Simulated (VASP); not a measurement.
The system is CdS5.

```
Cd S
1.0
    -3.65000    3.65000    2.53500
     3.65000   -3.65000    2.53500
     3.65000    3.65000   -2.53500
Cd S
1 5
Direct
  0.00000 0.00000 0.00000
  0.88700 0.31500 0.20200
  0.68500 0.88700 0.57200
  0.11300 0.68500 0.79800
  0.31500 0.11300 0.42800
  0.50000 0.50000 0.00000
```

```yaml
Program: VASP 6.6.1
Task: relaxation of cell and atoms
Functional: PBE
Potentials_or_basis: VASP PAW PBE potentials, release 64 (Cd, S)
Cutoff: 600 eV
k_mesh: 4 × 4 × 4
Occupations: gaussian, width 0.2 eV
Spin: no spin polarisation
```

At the start: pressure -1.6 GPa; volume 22.52 Å³/atom.

Q: Where does the relaxation end?

A: Over 21 steps the energy falls by 881.5 meV/atom and the volume is 22.96 Å³/atom (+2.0 %); space group I4/m (No. 87, to 0.1 Å) before and after.

The path:
| step | energy change (eV) | largest force (eV/Å) | pressure (GPa) | volume (Å³) |
| --- | --- | --- | --- | --- |
| 1 | 0.0000 | 1.6341 | -1.65 | 135.09 |
| 2 | -0.5803 | 1.6139 | -2.19 | 130.61 |
| 3 | -2.3098 | 1.3874 | -1.25 | 117.71 |
| 4 | -2.0777 | 1.6211 | 20.64 | 94.22 |
| 5 | -3.0814 | 0.8777 | 3.54 | 108.17 |
| 6 | -3.1667 | 0.6256 | 8.12 | 102.94 |
| 7 | -3.4591 | 0.8802 | 6.51 | 105.42 |
| 8 | -3.5828 | 1.3854 | 5.61 | 108.38 |
| 9 | -3.9891 | 1.3563 | 2.13 | 113.85 |
| 10 | -4.6524 | 1.0674 | -3.73 | 131.11 |
| 11 | -4.3349 | 0.3596 | -4.53 | 169.61 |
| 12 | -4.7747 | 0.6853 | -5.15 | 144.68 |
| 13 | -4.9975 | 0.7208 | -2.30 | 144.67 |
| 14 | -4.9976 | 0.7491 | -2.25 | 144.67 |
| 15 | -5.1045 | 0.6238 | -1.74 | 141.55 |
| 16 | -5.2530 | 0.2577 | 0.82 | 133.11 |
| 17 | -5.2532 | 0.2392 | 1.00 | 132.68 |
| 18 | -5.2644 | 0.1213 | 0.25 | 133.99 |
| 19 | -5.2648 | 0.1653 | 0.08 | 134.29 |
| 20 | -5.2742 | 0.1297 | 0.13 | 135.17 |
| 21 | -5.2889 | 0.0612 | 0.33 | 137.77 |

Final structure:
```
Cd S
1.0
    -3.16206    3.16206    3.44481
     3.16206   -3.16206    3.44481
     3.16206    3.16206   -3.44481
Cd S
1 5
Cartesian
  3.1621 3.1621 -3.4448
  -0.6135 2.3411 3.4448
  2.3411 0.6135 3.4448
  3.7755 0.8209 0.0000
  0.8209 2.5486 0.0000
  3.1621 3.1621 0.0000
```

Caveat: the k points lie up to 0.34 Å⁻¹ apart in the final cell, too coarse for converged energies and pressures of a metal; the relaxation stopped at a loose force limit of 0.08 eV/Å, so its end isn't a converged minimum.
